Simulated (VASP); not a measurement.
Input of a VASP 6.6.1 run:

POSCAR

```
TePb
1.0
    0.0000000000      3.0858183393      3.0858183393
    3.0858183393      0.0000000000      3.0858183393
    3.0858183393      3.0858183393      0.0000000000
Pb Te
1 1
Direct
    0.0000000000      0.0000000000      0.0000000000
    0.5000000000      0.5000000000      0.5000000000
```

The input INCAR.step1:

```
SYSTEM = TePb
ALGO = Normal ; EDIFF = 1E-5
ENCUT = 520 ; GGA = PE
ISIF = 2 ; ISMEAR = 0
LASPH = .True. ; LCHARG = .False.
LREAL = .False. ; LWAVE = .True.
NBANDS = 17 ; NELM = 100
PREC = Accurate ; SIGMA = 0.01
```

INCAR.step2

```
SYSTEM = TePb
ALGO = Normal ; EDIFF = 1E-6
ENCUT = 520 ; GGA = PE
HFSCREEN = 0.2079 ; ISIF = 2
ISMEAR = 0 ; ISTART = 1
LASPH = .True. ; LCHARG = .False.
LHFCALC = .True. ; LREAL = .False.
LWAVE = .False. ; NBANDS = 17
NELM = 100 ; PREC = Accurate
PRECFOCK = Normal ; SIGMA = 0.01
```

The input KPOINTS:

```
k-points
0
Gamma
  6 6 6
  0 0 0
```

Potentials or basis: VASP PAW PBE potentials, release 64 (Pb_d, Te).

Run with:

```console
$ cat potpaw_PBE.64/Pb_d/POTCAR potpaw_PBE.64/Te/POTCAR > POTCAR
$ cp INCAR.step1 INCAR
$ mpirun -np 1 vasp_std > vasp.out
$ cp INCAR.step2 INCAR
$ mpirun -np 1 vasp_std > vasp.out
```

(1) What does it give for the band gap on the k mesh?

(2) Estimate the pressure.

## Answers

(1) 0.63 eV.

(2) 9.7 GPa.

Caveat: the cell differs from its parent crystal (strain -5.6%); the cell stands under pressure; the structure was generated, so it needn't be the stable form of TePb; the PAW data sets were made with another functional, which shifts forces and pressure a little; spin-orbit coupling is left out, which moves the levels of the heavy elements.
